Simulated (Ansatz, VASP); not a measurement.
Two plane-wave programs on InSb

INCAR

```
SYSTEM = InSb
  PREC = Accurate
  ENCUT = 520
  EDIFF = 1E-6
  ISMEAR = -1
  SIGMA = 0.1
  LREAL = .False.
  LASPH = .True.
  NELM = 100
  ALGO = Normal
  ISIF = 2
  LWAVE = .False.
  LCHARG = .False.
  GGA = PE
  NBANDS = 16
```

Contents of KPOINTS:

```
regular mesh
0
Gamma
  14 14 8
  0 0 0
```

The input POSCAR:

```
InSb
1.0
    3.0766560000      0.0000000000      0.0000000000
    0.0000000000      3.0766560000      0.0000000000
    0.0000000000      0.0000000000      6.2154700000
In Sb
1 1
Direct
    0.0000000000      0.0000000000      0.0000000000
    0.0000000000      0.0000000000      0.5000000000
```

Input for Ansatz:

```yaml
crystal:
  lattice:
    - [3.076656, 0.0, 0.0]
    - [0.0, 3.076656, 0.0]
    - [0.0, 0.0, 6.21547]
  atoms:
    - { symbol: In, position: [0.0, 0.0, 0.0] }
    - { symbol: Sb, position: [0.0, 0.0, 0.5] }
basis:
  ecutwfc: 420
kpoints:
  mp_grid: { grid: [14, 14, 8] }
hamiltonian:
  xc: pbe
scf:
  occupations: { method: fermi_dirac, width: 0.1 }
output:
  forces: true
  stress: true
  eigenvalues: true
```

Alike in both runs: task single point; functional PBE; k mesh 14 × 14 × 8; occupations fermi-dirac, width 0.1 eV; no spin polarisation.

|  | VASP | Ansatz |
| --- | --- | --- |
| version | VASP 6.6.1 | Ansatz 0.2.0 |
| potentials or method | VASP PAW PBE potentials, release 64 (In_d, Sb), cutoff 520 eV | scalar-relativistic, plane waves, PAW |
| valence electrons in the cell | 18 | 28 |

|  | VASP | Ansatz | Ansatz less VASP |
| --- | --- | --- | --- |
| gap on the k mesh at the Fermi level (eV) | none | none | - |
| pressure (GPa) | 0.5 | 0.6 | +0.03 |
| traceless stress, the component that is largest in VASP (GPa) | -0.22 | -0.22 | +0.005 |

A gap of «none» marks a metal or a gap that the smearing closes. VASP's potentials hold 18 valence electrons a cell and Ansatz's 28, so a difference there can come from the potentials and not from the codes.

Neither program's run includes spin-orbit coupling.
